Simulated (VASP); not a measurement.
Wanted: the native input for a VASP 6.6.1 run.

* Task: single point
* Functional: PBE
* Potentials or basis: VASP PAW PBE potentials, release 64 (H, Pd, Ba_sv)
* Cutoff: 520 eV
* k mesh: 4 × 4 × 2
* Occupations: fermi-dirac, width 0.0303 eV
* Spin: no spin polarisation
* Dipole correction: no
* Further INCAR settings: ALGO = Normal; EDIFF = 1e-07; NBANDS = 43; ISYM = 0

The structure of BaH2Pd2 lies in POSCAR:

```
BaH2Pd2
1.0
    4.1788830000      0.0000000000      0.0000000000
    0.0000000000      4.1788830000      0.0000000000
    0.0000000000      0.0000000000     10.1212540000
H Pd Ba
4 4 2
Direct
    0.0000000000      0.5000000000      0.8670000000
    0.5000000000      0.0000000000      0.1330000000
    0.0000000000      0.0000000000      0.5000000000
    0.5000000000      0.5000000000      0.5000000000
    0.0000000000      0.0000000000      0.0000000000
    0.5000000000      0.5000000000      0.0000000000
    0.0000000000      0.5000000000      0.6310000000
    0.5000000000      0.0000000000      0.3690000000
    0.0000000000      0.5000000000      0.2530000000
    0.5000000000      0.0000000000      0.7470000000
```

These files were run (other wordings do the same):

INCAR

```
SYSTEM = BaH2Pd2
PREC = Accurate
ENCUT = 520
EDIFF = 1E-7
ISMEAR = -1
SIGMA = 0.0303
LREAL = .FALSE.
LASPH = .TRUE.
NELM = 80
ALGO = Normal
ISIF = 2
LWAVE = .FALSE.
LCHARG = .TRUE.
GGA = PE
LELF = .TRUE.
LVHAR = .TRUE.
NBANDS = 43
ISYM = 0
```

KPOINTS

```
Automatic mesh
0
G
  4 4 2
  0 0 0
```

Potentials or basis: VASP PAW PBE potentials, release 64 (H, Pd, Ba_sv).

The run is started by

```bash
$ cat potpaw_PBE.64/H/POTCAR potpaw_PBE.64/Pd/POTCAR potpaw_PBE.64/Ba_sv/POTCAR > POTCAR
$ mpirun -np 1 vasp_std > vasp.out
```

It gave:

```
Pressure               : -5.6 GPa
Largest force          : 0.951 eV/Å
Band gap on the k mesh : zero (band 32 reaches 4.32 eV, above the bottom of band 33 at 4.09 eV)
```

Caveat: the k points lie up to 0.38 Å⁻¹ apart; spin-orbit coupling is left out, which moves the levels of the heavy elements.

It took 110 s on 1 thread of Intel(R) Xeon(R) Platinum 8488C (Sapphire Rapids), with other jobs on the host, peak memory 0.33 GiB.
